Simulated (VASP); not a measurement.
Ge, 1 atom in the cell. The structure is cubic, space group Im-3m (No. 229). Conventional cell: a = 3.411 Å, b = 3.411 Å, c = 3.411 Å, α = 90.00°, β = 90.00°, γ = 90.00°. Within 3.9 Å of Ge (site symmetry m-3m) lie 14 Ge at 2.95 to 3.41 Å. This isn't the form of Ge at room conditions, which is diamond.

```yaml
Program: VASP 6.6.1
Task: single point
Functional: RPBE
Potentials_or_basis: VASP PAW PBE potentials, release 64 (Ge_d)
Cutoff: 520 eV
k_mesh: 13 × 13 × 13
Occupations: fermi-dirac, width 0.1 eV
Spin: no spin polarisation
Dipole_correction: no
Further_INCAR_settings: ALGO = Normal; EDIFF = 1e-06; NBANDS = 13
```

Potentials or basis: VASP PAW PBE potentials, release 64 (Ge_d).

Run with:

```console
$ cat potpaw_PBE.64/Ge_d/POTCAR > POTCAR
$ mpirun -np 1 vasp_std > vasp.out
```

Hardware: 1 thread of Intel Xeon 8259CL, on a shared host.

Q: Estimate the wall time of this run.

A: Wall time 21 s on 1 thread of Intel Xeon 8259CL (shared host), peak memory 0.15 GiB. Counts: scf iterations 10, k points 84.
